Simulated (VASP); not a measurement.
A run of VASP 6.6.1 is set up as follows.

The input INCAR:

```
SYSTEM = SrCd
  PREC = Accurate
  ENCUT = 520
  EDIFF = 1E-7
  ISMEAR = -1
  SIGMA = 0.08
  LREAL = .FALSE.
  LASPH = .TRUE.
  NELM = 80
  ALGO = Normal
  ISIF = 2
  LWAVE = .FALSE.
  LCHARG = .TRUE.
  GGA = CA
  LELF = .TRUE.
  LVHAR = .TRUE.
  NBANDS = 18
```

Contents of KPOINTS:

```
Automatic mesh
0
G
  10 10 10
  0 0 0
```

File POSCAR:

```
SrCd
1.0
    4.0030000000      0.0400300000      0.0400300000
    0.0400300000      4.0030000000      0.0400300000
    0.0400300000      0.0400300000      4.0030000000
Sr Cd
1 1
Direct
    0.5000000000      0.5000000000      0.5000000000
    0.0000000000      0.0000000000      0.0000000000
```

Potentials or basis: VASP PAW LDA potentials, release 64 (Sr_sv, Cd).

The run is started by

```bash
$ cat potpaw_LDA.64/Sr_sv/POTCAR potpaw_LDA.64/Cd/POTCAR > POTCAR
$ mpirun -np 1 vasp_std > vasp.out
```

Estimate the pressure.

-1.9 GPa.

What does it give for the band gap on the k mesh?

Zero (band 11 reaches 3.40 eV, above the bottom of band 12 at 1.31 eV).

Stress tensor (GPa, compression positive):
```
-1.92 -0.38 -0.38
-0.38 -1.92 -0.38
-0.38 -0.38 -1.92
```

Caveat: the cell differs from its parent crystal (equal xy, yz and zx shear strains of +2 %).
